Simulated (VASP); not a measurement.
Here is a VASP 6.6.1 calculation.

The input INCAR:

```
PREC = Accurate ; ENCUT = 520
EDIFF = 1E-7 ; ISMEAR = 0
SIGMA = 0.1 ; LREAL = F
LASPH = T ; NELM = 60
ALGO = Normal ; ISIF = 2
LWAVE = F ; LCHARG = F
GGA = PE ; NBANDS = 18
```

File KPOINTS:

```
Automatic mesh
0
Gamma
  10 10 8
```

Contents of POSCAR:

```
B3As2
1.0
    3.7951382857      0.0000000000      0.0000000000
    0.0000000000      3.7951382857      0.0000000000
    0.0000000000      0.0000000000      4.4513714230
B As
3 2
Direct
    0.5000000000      0.0000000000      0.0231827380
    0.0000000000      0.5000000000      0.0231827380
    0.0000000000      0.0000000000      0.2243115568
    0.0000000000      0.0000000000      0.7235970706
    0.5000000000      0.5000000000      0.2757258165
```

Potentials or basis: VASP PAW PBE potentials, release 64 (B, As).

Command:

```bash
$ cat potpaw_PBE.64/B/POTCAR potpaw_PBE.64/As/POTCAR > POTCAR
$ mpirun -np 1 vasp_std > vasp.out
```

Problem. What does it give for the largest force?

Solution. 0.057 eV/Å.

Problem. What does it give for the pressure?

Solution. 0.3 GPa.

Stress tensor (GPa, compression positive):
```
0.30 0.00 0.00
0.00 0.30 0.00
0.00 0.00 0.43
```
